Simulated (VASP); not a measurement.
Sn, 2 atoms in the cell. The structure is tetragonal, space group I4_1/amd (No. 141). Conventional cell: a = 5.651 Å, b = 5.651 Å, c = 3.043 Å, α = 90.00°, β = 90.00°, γ = 90.00°. Sn (site symmetry -4m2) has 10 Sn at 2.93 to 3.63 Å within 3.9 Å. 

| Property | Result |
| --- | --- |
| Program | VASP 6.6.1 |
| Task | single point |
| Functional | PBE |
| Potentials or basis | VASP PAW PBE potentials, release 64 (Sn_d) |
| Cutoff | 520 eV |
| k mesh | 16 × 16 × 16 |
| Occupations | gaussian, width 0.3 eV |
| Spin | no spin polarisation |
| Dipole correction | no |
| Further INCAR settings | ALGO = Fast; EDIFF = 1e-06; NBANDS = 21 |

Potentials or basis: VASP PAW PBE potentials, release 64 (Sn_d).

Launch:

```sh
$ cat potpaw_PBE.64/Sn_d/POTCAR > POTCAR
$ mpirun -np 1 vasp_std > vasp.out
```

Hardware: 1 thread of Intel Xeon 6975P-C (shared host).

How long does it take, and how much memory?

It took 3.3 min on 1 thread of Intel Xeon 6975P-C, with other jobs on the host, peak memory 0.39 GiB. Counts: scf iterations 12, k points 349.
